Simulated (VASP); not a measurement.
# Si16Au (a cell with a defect) in VASP: further runs

Runs on Si16Au (a cell with a defect). Level: PBE. Tasks: single point.

All numbers are computed with VASP 6.6.1; they aren't measurements. Logs are shortened: lines on timing, memory, paths and dates and some standing lists are left out, and cuts for length are marked.

## 1. The cell of the first run

The cell holds a defect, 17 atoms: a = 7.679 Å, b = 7.679 Å, c = 7.679 Å, α = 60.00°, β = 60.00°, γ = 60.00°.

## 2. Single point, PBE, collinear spin, zero start

File INCAR:

```
SYSTEM = Si16Au
ALGO = Normal
EDIFF = 1E-6
ENCUT = 520
GGA = PE
ISIF = 2
ISMEAR = -1
ISPIN = 2
LASPH = .True.
LCHARG = .True.
LELF = .True.
LMAXMIX = 4
LORBIT = 11
LREAL = Auto
LVHAR = .True.
LWAVE = .False.
MAGMOM = 0 0 0 0 0 0 0 0 0 0 0 0 0 0 0 0 0
NBANDS = 56
NELM = 150
PREC = Accurate
SIGMA = 0.05
```

File KPOINTS:

```
k-points
0
Gamma
  2 2 2
  0 0 0
```

File POSCAR:

```
Si16Au
1.0
    0.0000000000      5.4300000000      5.4300000000
    5.4300000000      0.0000000000      5.4300000000
    5.4300000000      5.4300000000      0.0000000000
Si Au
16 1
Direct
   -0.0176364641     -0.0123974217      0.0058108656
    0.1310173112      0.1173255985      0.1390366483
    0.0021887661     -0.0025086556      0.5096167587
    0.1204299263      0.1241231123      0.6366851750
    0.0226417127      0.4998150092      0.0259269797
    0.1161953039      0.6257172192      0.1754459484
   -0.0088107735      0.4953945672      0.5463453959
    0.1275160221      0.6256243094      0.6545053407
    0.4883778085     -0.0133794659     -0.0403916206
    0.5963492634      0.0974118785      0.1124794659
    0.4919808471      0.0001182320      0.4849583794
    0.6304941989      0.1342441068      0.5899636280
    0.4672414365      0.4791909761     -0.0003198895
    0.6423923573      0.6483361878      0.1512540516
    0.4989086556      0.5040756906      0.5165125230
    0.6195754144      0.6301982505      0.6393266114
    0.7690049724      0.3121327808      0.1127103131
```

Potentials or basis: VASP PAW PBE potentials, release 64 (Si, Au).

On the command line:

```console
$ cat potpaw_PBE.64/Si/POTCAR potpaw_PBE.64/Au/POTCAR > POTCAR
$ mpirun -np 1 vasp_std > vasp.out
```

OUTCAR:

```text
SYSTEM = Si16Au
   EDIFF = 1E-6
   ENCUT = 520
   GGA = PE
   ISIF = 2
   ISMEAR = -1
   ISPIN = 2
   LASPH = .True.
   LORBIT = 11
   LREAL = Auto
   NELM = 150
   PREC = Accurate

 ion  position               nearest neighbor table
   1  0.982  0.988  0.006-   6 2.31   4 2.32  10 2.44  17 2.49   2 2.58
   2  0.131  0.117  0.139-   9 2.30   3 2.32   5 2.41  17 2.47   1 2.58
   3  0.002  0.997  0.510-   2 2.32   4 2.33   8 2.34  12 2.35
   4  0.120  0.124  0.637-   1 2.32   3 2.33  11 2.34   7 2.34
   5  0.023  0.500  0.026-   6 2.32   8 2.33  14 2.39   2 2.41  17 2.62
   6  0.116  0.626  0.175-  13 2.28   1 2.31   5 2.32   7 2.33
   7  0.991  0.495  0.546-   6 2.33  16 2.34   4 2.34   8 2.35
   8  0.128  0.626  0.655-  15 2.33   5 2.33   3 2.34   7 2.35
   9  0.488  0.987  0.960-  14 2.27   2 2.30  12 2.34  10 2.34
  10  0.596  0.097  0.112-   9 2.34  11 2.36  13 2.40   1 2.44  17 2.58
  11  0.492  0.000  0.485-  16 2.33   4 2.34  10 2.36  12 2.37  17 3.26
  12  0.630  0.134  0.590-   9 2.34  15 2.35   3 2.35  11 2.37  17 3.00
  13  0.467  0.479  1.000-   6 2.28  16 2.30  17 2.39  10 2.40  14 3.11
  14  0.642  0.648  0.151-   9 2.27  15 2.31  17 2.38   5 2.39  13 3.11
  15  0.499  0.504  0.517-  14 2.31  16 2.32   8 2.33  12 2.35  17 3.34
  16  0.620  0.630  0.639-  13 2.30  15 2.32  11 2.33   7 2.34
  17  0.769  0.312  0.113-  14 2.38  13 2.39   2 2.47   1 2.49  10 2.58   5 2.62  12 3.00  11 3.26
                            15 3.34

  LATTYP: Found a face centered cubic cell.
 ALAT       =    10.8600000000

  Lattice vectors:

 A1 = (   0.0000000000,   5.4300000000,   5.4300000000)
 A2 = (   5.4300000000,   0.0000000000,   5.4300000000)
 A3 = (   5.4300000000,   5.4300000000,   0.0000000000)

Analysis of symmetry for initial positions (statically):
=====================================================================
 Subroutine PRICEL returns:
 Original cell was already a primitive cell.

 Routine SETGRP: Setting up the symmetry group for a
 face centered cubic supercell.

 Subroutine GETGRP returns: Found  1 space group operations
 (whereof  1 operations were pure point group operations)
 out of a pool of 48 trial point group operations.

The static configuration has the point symmetry C_1 .

Analysis of symmetry for dynamics (positions and initial velocities):
=====================================================================
 Subroutine PRICEL returns:
 Original cell was already a primitive cell.

 Routine SETGRP: Setting up the symmetry group for a
 face centered cubic supercell.

 Subroutine GETGRP returns: Found  1 space group operations
 (whereof  1 operations were pure point group operations)
 out of a pool of 48 trial point group operations.

The dynamic configuration has the point symmetry C_1 .

Analysis of structural, dynamic, and magnetic symmetry:
=====================================================================
 Subroutine PRICEL returns:
 Original cell was already a primitive cell.

 Routine SETGRP: Setting up the symmetry group for a
 face centered cubic supercell.

 Subroutine GETGRP returns: Found  1 space group operations
 (whereof  1 operations were pure point group operations)
 out of a pool of 48 trial point group operations.

The overall configuration has the point symmetry C_1 .

 Subroutine INISYM returns: Found  1 space group operations
 (whereof  1 operations are pure point group operations),
 and found     1 'primitive' translations

----------------------------------------------------------------------------------------

                                     Primitive cell

  volume of cell :     320.2060

  direct lattice vectors                    reciprocal lattice vectors
     0.000000000  5.430000000  5.430000000    -0.092081031  0.092081031  0.092081031
     5.430000000  0.000000000  5.430000000     0.092081031 -0.092081031  0.092081031
     5.430000000  5.430000000  0.000000000     0.092081031  0.092081031 -0.092081031

[... 78 lines left out ...]
   k-points           NKPTS =      8   k-points in BZ     NKDIM =      8   number of bands    NBANDS=     56
   number of dos      NEDOS =    301   number of ions     NIONS =     17
   total plane-waves  NPLWV = 216000
   dimension x,y,z NGX =    60 NGY =   60 NGZ =   60
   dimension x,y,z NGXF=   120 NGYF=  120 NGZF=  120
   ions per type =              16   1
   NGX,Y,Z   is equivalent  to a cutoff of  12.99, 12.99, 12.99 a.u.
   NGXF,Y,Z  is equivalent  to a cutoff of  25.98, 25.98, 25.98 a.u.
 SYSTEM =  Si16Au
   PREC   = accura    normal or accurate (medium, high low for compatibility)
   ISTART =      0    job   : 0-new  1-cont  2-samecut
   ICHARG =      2    charge: 1-file 2-atom 10-const
   ISPIN  =      2    spin polarized calculation?
   LNONCOLLINEAR =      F non collinear calculations
   LSORBIT =      F    spin-orbit coupling
   LASPH  =      T    aspherical Exc in radial PAW
   ENCUT  =  520.0 eV  38.22 Ry    6.18 a.u.  14.28 14.28 14.28*2*pi/ulx,y,z
   NELM   =    150;   NELMIN=  2; NELMDL= -5     # of ELM steps
   EDIFF  = 0.1E-05   stopping-criterion for ELM
   LREAL  =      T    real-space projection
   EDIFFG = 0.1E-04   stopping-criterion for IOM
   NSW    =      0    number of steps for IOM
   IBRION =     -1    ionic relax: 0-MD 1-quasi-New 2-CG
   NFREE  =      0    steps in history (QN), initial steepest desc. (CG)
   ISIF   =      2    stress and relaxation
   ISYM   =      2    0-nonsym 1-usesym 2-fastsym
   POTIM  = 0.5000    time-step for ionic-motion
   TEBEG  =    0.0;   TEEND  =   0.0 temperature during run
   PSTRESS=    0.0 pullay stress
   NELECT =      75.0000    total number of electrons
   NUPDOWN=      -1.0000    fix difference up-down
   EMIN   =  10.00;   EMAX   =-10.00  energy-range for DOS
   EFERMI =   0.00;   METHOD = LEGACY
   ISMEAR =    -1;   SIGMA  =   0.05  broadening in eV -4-tet -1-fermi 0-gaus
   EFERMI_NEDOS =   21; number of points for ismear=-14 and -15
   IALGO  =     38    algorithm
   IMIX   =      4    mixing-type and parameters
     AMIX     =   0.40;   BMIX     =  1.00
     AMIX_MAG =   1.60;   BMIX_MAG =  1.00
  volume/ion in A,a.u.               =      18.84       127.11
  Fermi-wavevector in a.u.,A,eV,Ry     =   1.009142  1.907001 13.855720  1.018367
  Thomas-Fermi vector in A             =   2.142052
   LORBIT       =     11    0 simple, 1 ext, 2 COOP (PROOUT), +10 PAW based schemes
   GGA     = PE    functional components
   LHFCALC =     F    Hartree Fock is set to
   AEXX    =    0.0000 exact exchange contribution
   IVDW    =     0    specifies the selected vdW correction
   LEPSILON=     F    determine dielectric tensor
   LRPA    =     F    only Hartree local field effects (RPA)
 spin polarized calculation
  energy-cutoff  :      520.00
  volume of cell :      320.21
 maximum number of plane-waves:      8646
 NGX is ok and might be reduce to    60
   NGX = 29   NGY = 29   NGZ = 29

 number of electron      74.9999999 magnetization      -0.0000002

 number of electron      74.9999999 magnetization       0.0000002

 Free energy of the ion-electron system (eV)
  ---------------------------------------------------
  ext. energy  EPLUGINS =         0.00000000
  ---------------------------------------------------
  free energy    TOTEN  =       -85.96093916 eV

  energy without entropy =      -85.92165394  energy(sigma->0) =      -85.94129655

 E-fermi :   7.1409     XC(G=0):  -9.8137

 val. band max:        7.0421266920   @ k =   0.5000   0.5000   0.5000
 cond. band min:       7.1586290841   @ k =   0.0000   0.0000   0.0000
 fundamental gap:      0.1165023922
 Fermi energy:         7.1409137592

 spin component 1

 k-point     1 :       0.0000    0.0000    0.0000
  band No.  band energies     occupation
      1      -5.7831      1.00000
      2      -3.4797      1.00000
      3      -3.3516      1.00000
      4      -3.2724      1.00000
      5      -3.1620      1.00000
      6      -2.3476      1.00000
[... 405 lines left out ...]
     48      10.5962      0.00000
     49      10.7113      0.00000
 Fermi energy:         7.1409137592

 spin component 2

 k-point     1 :       0.0000    0.0000    0.0000
  band No.  band energies     occupation
      1      -5.7831      1.00000
      2      -3.4798      1.00000
      3      -3.3516      1.00000
      4      -3.2724      1.00000
      5      -3.1620      1.00000
      6      -2.3476      1.00000
[... 405 lines left out ...]
     48      10.5962      0.00000
     49      10.7113      0.00000
 [bands above 49 left out]

------------------------ aborting loop because EDIFF is reached ----------------------------------------

  FORCE on cell =-STRESS in cart. coord.  units (eV):
  Direction    XX          YY          ZZ          XY          YZ          ZX
  --------------------------------------------------------------------------------------
  -------------------------------------------------------------------------------------
  Total       12.8384673     13.7470332     12.8001339      0.4327867     -0.0957111     -0.2346359
  in kB       64.2383350     68.7844201     64.0465309      2.1654840     -0.4788985     -1.1740202
  external PRESSURE =      65.6897620 kB  Pullay stress =       0.0000000 kB

 VOLUME and BASIS-vectors are now :
 -----------------------------------------------------------------------------
  energy-cutoff  :      520.00
  volume of cell :      320.21
      direct lattice vectors                 reciprocal lattice vectors
     0.000000000  5.430000000  5.430000000    -0.092081031  0.092081031  0.092081031
     5.430000000  0.000000000  5.430000000     0.092081031 -0.092081031  0.092081031
     5.430000000  5.430000000  0.000000000     0.092081031  0.092081031 -0.092081031

 POSITION                                       TOTAL-FORCE (eV/Angst)
 -----------------------------------------------------------------------------------
      5.39424      5.36579     10.69692        -0.013401      0.031130     -0.003304
      1.39205      1.46639      1.34850        -0.007624      0.028988      0.016875
      8.18360      2.77910      5.42826        -0.006684     -0.010591     -0.010591
      4.13119      4.11114      1.32792        -0.004839      0.006156     -0.023981
      2.85478      0.26373      2.83694         0.020106      0.002680     -0.004031
      4.35032      1.58361      4.02859         0.027705      0.022094     -0.041409
[... 9 lines left out ...]
      6.89352      6.83584      6.78627         0.002979     -0.019613     -0.038431
      2.30690      4.78771      5.87058        -0.097912     -0.033196      0.154354
 -----------------------------------------------------------------------------------
    total drift:                               -0.001336      0.004512      0.002460

  FREE ENERGIE OF THE ION-ELECTRON SYSTEM (eV)
  ---------------------------------------------------
  free  energy   TOTEN  =       -85.9609391565 eV

  energy  without entropy=      -85.9216539420  energy(sigma->0) =      -85.94129655

 total charge

# of ion       s       p       d       tot
------------------------------------------
    1        0.742   0.931   0.000   1.673
    2        0.743   0.934   0.000   1.677
    3        0.746   0.957   0.000   1.703
    4        0.743   0.962   0.000   1.704
    5        0.743   0.930   0.000   1.673
    6        0.754   0.959   0.000   1.714
[... 9 lines left out ...]
   16        0.744   0.967   0.000   1.711
   17        0.753   0.557   8.694  10.004
--------------------------------------------------
tot         12.749  15.657   8.694  37.100

 magnetization (x)

# of ion       s       p       d       tot
------------------------------------------
    1        0.000   0.000   0.000   0.000
    2        0.000   0.000   0.000   0.000
    3        0.000   0.000   0.000   0.000
    4        0.000  -0.000   0.000  -0.000
    5       -0.000   0.000   0.000  -0.000
    6       -0.000   0.000   0.000   0.000
[... 9 lines left out ...]
   16        0.000   0.000   0.000   0.000
   17       -0.000  -0.000  -0.000  -0.000
--------------------------------------------------
tot         -0.000   0.000  -0.000  -0.000
```

Wall time 4.8 min (1 thread of Intel Xeon 6975P-C (Granite Rapids), shared host); peak memory 0.72 GiB.

What came out:

```
Free energy                                           : -85.9609 eV
Pressure                                              : 6.6 GPa
Largest force                                         : 0.186 eV/Å
Net moment                                            : 0.00 μB per cell
Valence electrons inside the program's atomic spheres : Si 1.67, 1.68, 1.70, 1.71, 1.72, 1.66, 1.69 (each value once); Au 10.00
```

Forces in eV/Å, atoms in the order of the input:
```
Si  -0.013  0.031 -0.003
Si  -0.008  0.029  0.017
Si  -0.007 -0.011 -0.011
Si  -0.005  0.006 -0.024
Si   0.020  0.003 -0.004
Si   0.028  0.022 -0.041
Si   0.026  0.008 -0.045
Si   0.015 -0.003 -0.031
Si   0.015  0.014  0.059
Si   0.028  0.048  0.010
Si   0.016  0.006 -0.017
Si  -0.031 -0.039  0.010
Si   0.018 -0.013 -0.027
Si   0.000 -0.010  0.008
Si  -0.008 -0.041 -0.016
Si   0.003 -0.020 -0.038
Au  -0.098 -0.033  0.154
```

Caveat: the k points lie up to 0.50 Å⁻¹ apart; spin-orbit coupling is left out, which moves the levels of the heavy elements.

(Continued in part 2 of 2.)
